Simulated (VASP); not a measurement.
# NaI (R3m) in VASP: settings compared

Aim: see how the results for NaI move with the level of theory and the settings. Levels: PBE, r2SCAN. Tasks: single point.

Everything below comes from runs of VASP 6.6.1. Logs are shortened: lines on timing, memory, paths and dates and some standing lists are left out, and cuts for length are marked.

## 1. The cell of the first run

The structure is trigonal, space group R3m (No. 160). The conventional cell has a = 5.206 Å, b = 5.206 Å, c = 11.651 Å, α = 90.00°, β = 90.00°, γ = 120.00°. Within 4.1 Å of Na (site symmetry 3m) lie 4 I at 3.09 to 3.11 Å. I (site symmetry 3m) has 4 Na at 3.09 to 3.11 Å within 4.1 Å.

## 2. Single point, PBE (epitaxial 111 strain +3.9%)

The input, INCAR:

```
SYSTEM = NaI
  PREC = Accurate
  ENCUT = 520
  EDIFF = 1E-7
  ISMEAR = -1
  SIGMA = 0.02
  LREAL = .FALSE.
  LASPH = .TRUE.
  NELM = 80
  ALGO = Normal
  ISIF = 2
  LWAVE = .FALSE.
  LCHARG = .TRUE.
  GGA = PE
  LELF = .TRUE.
  LVHAR = .TRUE.
  NBANDS = 14
```

The input, KPOINTS:

```
regular mesh
0
G
  6 6 6
  0 0 0
```

The input, POSCAR:

```
NaI
1.0
   -0.2121037079      3.4692723996      3.4692723996
    3.4692723996     -0.2121037079      3.4692723996
    3.4692723996      3.4692723996     -0.2121037079
Na I
1 1
Direct
   -0.0074217700     -0.0074217700     -0.0074217700
    0.2574217700      0.2574217700      0.2574217700
```

Potentials or basis: VASP PAW PBE potentials, release 64 (Na_pv, I).

Launch:

```
$ cat potpaw_PBE.64/Na_pv/POTCAR potpaw_PBE.64/I/POTCAR > POTCAR
$ mpirun -np 1 vasp_std > vasp.out
```

OUTCAR:

```text
SYSTEM = NaI
   PREC = Accurate
   ENCUT = 520
   EDIFF = 1E-7
   ISMEAR = -1
   LREAL = .FALSE.
   LASPH = .TRUE.
   NELM = 80
   ISIF = 2
   GGA = PE

 ion  position               nearest neighbor table
   1  0.993  0.993  0.993-   2 3.09   2 3.11   2 3.11   2 3.11
   2  0.257  0.257  0.257-   1 3.09   1 3.11   1 3.11   1 3.11

  LATTYP: Found a trigonal (rhomboedric) cell.
 ALAT       =     4.9108746622
 COS(alpha) =     0.4380435261

  Lattice vectors:

 A1 = (  -0.2121037079,   3.4692723996,   3.4692723996)
 A2 = (   3.4692723996,  -0.2121037079,   3.4692723996)
 A3 = (   3.4692723996,   3.4692723996,  -0.2121037079)

Analysis of symmetry for initial positions (statically):
=====================================================================
 Subroutine PRICEL returns:
 Original cell was already a primitive cell.

 Routine SETGRP: Setting up the symmetry group for a
 trigonal (rhombohedral) supercell.

 Subroutine GETGRP returns: Found  6 space group operations
 (whereof  6 operations were pure point group operations)
 out of a pool of 12 trial point group operations.

The static configuration has the point symmetry C_3v.

Analysis of symmetry for dynamics (positions and initial velocities):
=====================================================================
 Subroutine PRICEL returns:
 Original cell was already a primitive cell.

 Routine SETGRP: Setting up the symmetry group for a
 trigonal (rhombohedral) supercell.

 Subroutine GETGRP returns: Found  6 space group operations
 (whereof  6 operations were pure point group operations)
 out of a pool of 12 trial point group operations.

The dynamic configuration has the point symmetry C_3v.

 Subroutine INISYM returns: Found  6 space group operations
 (whereof  6 operations are pure point group operations),
 and found     1 'primitive' translations

----------------------------------------------------------------------------------------

                                     Primitive cell

  volume of cell :      91.1603

  direct lattice vectors                    reciprocal lattice vectors
    -0.212103708  3.469272400  3.469272400    -0.131536027  0.140101527  0.140101527
     3.469272400 -0.212103708  3.469272400     0.140101527 -0.131536027  0.140101527
     3.469272400  3.469272400 -0.212103708     0.140101527  0.140101527 -0.131536027

  length of vectors
     4.910874662  4.910874662  4.910874662     0.237820525  0.237820525  0.237820525

  position of ions in fractional coordinates (direct lattice)
     0.992578230  0.992578230  0.992578230
[... 83 lines left out ...]
   NFREE  =      0    steps in history (QN), initial steepest desc. (CG)
   ISIF   =      2    stress and relaxation
   ISYM   =      2    0-nonsym 1-usesym 2-fastsym
   POTIM  = 0.5000    time-step for ionic-motion
   TEBEG  =    0.0;   TEEND  =   0.0 temperature during run
   PSTRESS=    0.0 pullay stress
   NELECT =      14.0000    total number of electrons
   NUPDOWN=      -1.0000    fix difference up-down
   EMIN   =  10.00;   EMAX   =-10.00  energy-range for DOS
   EFERMI =   0.00;   METHOD = LEGACY
   ISMEAR =    -1;   SIGMA  =   0.02  broadening in eV -4-tet -1-fermi 0-gaus
   EFERMI_NEDOS =   21; number of points for ismear=-14 and -15
   IALGO  =     38    algorithm
   IMIX   =      4    mixing-type and parameters
     AMIX     =   0.40;   BMIX     =  1.00
     AMIX_MAG =   1.60;   BMIX_MAG =  1.00
  volume/ion in A,a.u.               =      45.58       307.59
  Fermi-wavevector in a.u.,A,eV,Ry     =   0.876696  1.656715 10.457377  0.768596
  Thomas-Fermi vector in A             =   1.996542
   LORBIT       =      0    0 simple, 1 ext, 2 COOP (PROOUT), +10 PAW based schemes
   GGA     = PE    functional components
   LHFCALC =     F    Hartree Fock is set to
   AEXX    =    0.0000 exact exchange contribution
   IVDW    =     0    specifies the selected vdW correction
   LEPSILON=     F    determine dielectric tensor
   LRPA    =     F    only Hartree local field effects (RPA)
 non-spin polarized calculation
  energy-cutoff  :      520.00
  volume of cell :       91.16
 maximum number of plane-waves:      2493
 NGX is ok and might be reduce to    40
   NGX = 19   NGY = 19   NGZ = 19

 number of electron      14.0000002 magnetization

 Free energy of the ion-electron system (eV)
  ---------------------------------------------------
  ext. energy  EPLUGINS =         0.00000000
  ---------------------------------------------------
  free energy    TOTEN  =        -5.28499615 eV

  energy without entropy =       -5.28499615  energy(sigma->0) =       -5.28499615

 E-fermi :  -0.5726     XC(G=0):  -6.3796

 val. band max:       -1.0570741984   @ k =   0.0000   0.0000   0.0000
 cond. band min:       2.5342722041   @ k =   0.0000   0.0000   0.0000
 fundamental gap:      3.5913464026
 Fermi energy:        -0.5726410128

 k-point     1 :       0.0000    0.0000    0.0000
  band No.  band energies     occupation
      1     -23.3813      2.00000
      2     -23.3757      2.00000
      3     -23.3757      2.00000
      4     -11.6080      2.00000
      5      -1.2699      2.00000
      6      -1.2699      2.00000
      7      -1.0571      2.00000
      8       2.5343      0.00000
      9       6.3973      0.00000
     10       6.3973      0.00000
     11       7.1983      0.00000
     12       8.4496      0.00000
     13       8.4496      0.00000
     14       9.6330      0.00000
[... 377 lines left out ...]
      1     -23.3829      2.00000
      2     -23.3771      2.00000
      3     -23.3764      2.00000
      4     -11.4458      2.00000
      5      -2.1521      2.00000
      6      -1.8016      2.00000
      7      -1.5935      2.00000
      8       4.4877      0.00000
      9       5.5472      0.00000
     10       6.7543      0.00000
     11       7.2383      0.00000
     12       9.2703      0.00000
     13       9.9605      0.00000
     14      10.1727      0.00000

 [... further k-points ...]
[... 5 lines left out ...]
  --------------------------------------------------------------------------------------
  -------------------------------------------------------------------------------------
  Total        0.0095780      0.0095780      0.0095780      0.0929461      0.0929461      0.0929461
  in kB        0.1683377      0.1683377      0.1683377      1.6335643      1.6335643      1.6335643
  external PRESSURE =       0.1683377 kB  Pullay stress =       0.0000000 kB

 VOLUME and BASIS-vectors are now :
 -----------------------------------------------------------------------------
  energy-cutoff  :      520.00
  volume of cell :       91.16
      direct lattice vectors                 reciprocal lattice vectors
    -0.212103708  3.469272400  3.469272400    -0.131536027  0.140101527  0.140101527
     3.469272400 -0.212103708  3.469272400     0.140101527 -0.131536027  0.140101527
     3.469272400  3.469272400 -0.212103708     0.140101527  0.140101527 -0.131536027

 POSITION                                       TOTAL-FORCE (eV/Angst)
 -----------------------------------------------------------------------------------
      6.67652      6.67652      6.67652        -0.001242     -0.001242     -0.001242
      1.73153      1.73153      1.73153         0.001242      0.001242      0.001242
 -----------------------------------------------------------------------------------
    total drift:                                0.000057      0.000057      0.000057

  FREE ENERGIE OF THE ION-ELECTRON SYSTEM (eV)
  ---------------------------------------------------
  free  energy   TOTEN  =        -5.2849961502 eV

  energy  without entropy=       -5.2849961502  energy(sigma->0) =       -5.28499615
```

OSZICAR:

```text
N       E                     dE             d eps       ncg     rms          rms(c)
DAV:   1     0.775154331917E+02    0.77515E+02   -0.59591E+03   896   0.916E+02
DAV:   2     0.234779734330E+01   -0.75168E+02   -0.70092E+02   932   0.201E+02
DAV:   3    -0.517500445535E+01   -0.75228E+01   -0.74746E+01  1160   0.617E+01
DAV:   4    -0.538706433862E+01   -0.21206E+00   -0.21201E+00  1134   0.107E+01
DAV:   5    -0.539153841249E+01   -0.44741E-02   -0.44740E-02  1236   0.151E+00    0.165E+00
DAV:   6    -0.528471574108E+01    0.10682E+00   -0.13676E-01  1052   0.174E+00    0.112E+00
DAV:   7    -0.527484120095E+01    0.98745E-02   -0.10948E-01  1100   0.141E+00    0.704E-01
DAV:   8    -0.528475207406E+01   -0.99109E-02   -0.11349E-02   998   0.688E-01    0.221E-01
DAV:   9    -0.528456648874E+01    0.18559E-03   -0.25704E-04  1088   0.139E-01    0.771E-02
DAV:  10    -0.528496932829E+01   -0.40284E-03   -0.47827E-04  1016   0.133E-01    0.208E-02
DAV:  11    -0.528498978146E+01   -0.20453E-04   -0.30335E-05  1106   0.415E-02    0.100E-02
DAV:  12    -0.528499560371E+01   -0.58222E-05   -0.59815E-06  1010   0.166E-02    0.331E-03
DAV:  13    -0.528499611714E+01   -0.51343E-06   -0.65910E-07  1148   0.446E-03    0.539E-04
DAV:  14    -0.528499615020E+01   -0.33063E-07   -0.36122E-08  1050   0.126E-03
   1 F= -.52849962E+01 E0= -.52849962E+01  d E =-.197503E-12
```

Run time: 23 s. Hardware: 1 thread of Intel Xeon 6975P-C (Granite Rapids), shared host; peak memory 0.25 GiB.

What came out:

```yaml
Free_energy: -5.2850 eV
Pressure: 0.0 GPa
Band_gap_on_the_k_mesh: 3.59 eV, direct
```

Forces in eV/Å, atoms in the order of the input:
```
Na  -0.001 -0.001 -0.001
I    0.001  0.001  0.001
```

Caveat: the cell differs from its parent crystal (epitaxial 111 strain +3.9%); spin-orbit coupling is left out, which moves the levels of the heavy elements.

## 3. Single point, r2SCAN (epitaxial 111 strain +3.9%)

POSCAR is that of step 2.

The input, INCAR.step1:

```
SYSTEM = NaI
PREC = Accurate ; ENCUT = 520
ISMEAR = 0 ; SIGMA = 0.01
LREAL = .FALSE. ; LASPH = .TRUE.
NELM = 60 ; NBANDS = 14
GGA = PE ; ALGO = Normal
EDIFF = 1E-4 ; LWAVE = .TRUE.
LCHARG = .FALSE.
```

The input, INCAR.step2:

```
SYSTEM = NaI
PREC = Accurate ; ENCUT = 520
EDIFF = 1E-6 ; ISMEAR = 0
SIGMA = 0.01 ; LREAL = .FALSE.
LASPH = .TRUE. ; NELM = 60
ALGO = Normal ; ISIF = 2
LWAVE = .FALSE. ; LCHARG = .FALSE.
METAGGA = R2SCAN ; LMIXTAU = .TRUE.
NBANDS = 14 ; ISTART = 1
```

KPOINTS is that of step 2.

Potentials or basis: VASP PAW PBE potentials, release 64 (Na_pv, I).

Launch:

```
$ cat potpaw_PBE.64/Na_pv/POTCAR potpaw_PBE.64/I/POTCAR > POTCAR
$ cp INCAR.step1 INCAR
$ mpirun -np 1 vasp_std > vasp.out
$ cp INCAR.step2 INCAR
$ mpirun -np 1 vasp_std > vasp.out
```

Wall time 85 s (1 thread of Intel Xeon 6975P-C (Granite Rapids), shared host); peak memory 0.27 GiB.

Results (log left out):

| Quantity | Value |
| --- | --- |
| Free energy | -30.9063 eV |
| Pressure | -0.4 GPa |
| Band gap on the k mesh | 4.18 eV, direct |

Stress tensor (GPa, compression positive):
```
-0.40  0.17  0.17
 0.17 -0.40  0.17
 0.17  0.17 -0.40
```

Levels at points of the mesh, in eV from the valence-band top:
```
           k point  band 3  band 4  band 5  band 6  band 7  band 8  band 9  band 10  band 11  band 12
(0.00, 0.00, 0.00)  -23.12  -10.86   -0.22   -0.22    0.00    4.18    8.10     8.10     8.95    10.10
(0.50, 0.00, 0.00)  -23.12  -10.74   -1.34   -0.29   -0.17    5.91    7.79     7.91     8.48    11.07
(0.50, 0.50, 0.00)  -23.12  -10.69   -1.23   -0.65   -0.41    5.38    6.70     9.44    10.73    11.20
(0.50, 0.50, 0.50)  -23.12  -10.70   -1.28   -0.41   -0.41    5.80    7.73     7.73     8.06    11.05
```

Caveat: the cell differs from its parent crystal (epitaxial 111 strain +3.9%); the PAW data sets were made with another functional, which shifts forces and pressure a little; spin-orbit coupling is left out, which moves the levels of the heavy elements.
